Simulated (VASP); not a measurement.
Crystal: CoO.

```
CELL_PARAMETERS angstrom
1.59147 0.91883 2.54925
-1.59147 0.91883 2.54925
0.00000 -1.83767 2.54925
ATOMIC_POSITIONS crystal
Co 0.99898 0.99898 0.99898
O 0.75102 0.75102 0.75102
```

Base run:

* Program: VASP 6.6.1
* Functional: LDA
* Potentials or basis: VASP PAW LDA potentials, release 64 (Co, O)
* Cutoff: 520 eV
* k mesh: 10 × 10 × 10
* Occupations: fermi-dirac, width 0.05 eV
* Spin: collinear spin, ferromagnetic start
* Starting moments: [2.0, 0.0] μB

Its results: pressure -16.9 GPa; net moment 2.20 μB per cell; site moments Co +1.91; O +0.22 μB; largest force 0.222 eV/Å.

The run is repeated on the same cell with these changes: functional from LDA to r2SCAN; potentials or basis from VASP PAW LDA potentials, release 64 (Co, O) to VASP PAW PBE potentials, release 64 (Co, O). What comes out?

Pressure 6.8 GPa; net moment 2.98 μB per cell; site moments Co +2.60; O +0.28 μB; largest force 0.401 eV/Å.

Caveats: a cell with one magnetic atom can't hold antiferromagnetic order, which such compounds often take; the cell stands under tension (at least some runs); the cell stands under pressure (at least some runs); the PAW data sets were made with another functional, which shifts forces and pressure a little (at least some runs).
